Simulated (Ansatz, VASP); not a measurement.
**Two plane-wave programs on PtSe2**

```
Pt Se
1.0
     3.76860    0.00000    0.00000
    -1.88430    3.26371    0.00000
     0.00000    0.00000    4.84558
Pt Se
1 2
Cartesian
  0.0000 0.0000 0.0000
  0.0000 2.1758 1.2830
  1.8843 1.0879 3.5626
```

Alike in both runs: functional PBE; dispersion D3(BJ); k mesh 6 × 6 × 4; no spin polarisation.

Ansatz relaxed the structure, and its values are those at the end. VASP's run is a single point on that final structure, the one shown.

|  | VASP | Ansatz |
| --- | --- | --- |
| version | VASP 6.6.1 | Ansatz 0.2.0 |
| potentials or method | VASP PAW PBE potentials, release 64 (Pt, Se), cutoff 520 eV | plane waves, PAW |
| occupations | fermi-dirac, width 0.1 eV | fermi-dirac |
| valence electrons in the cell | 22 | 50 |

VASP gave:

- pressure (GPa): 0.0
- rms of the force components (eV/Å): 0.004

Estimate Ansatz's values.

pressure (GPa): 0.0; rms of the force components (eV/Å): 0.000.

VASP's potentials hold 22 valence electrons a cell and Ansatz's 50, so a difference there can come from the potentials and not from the codes.

Neither program's run includes spin-orbit coupling.
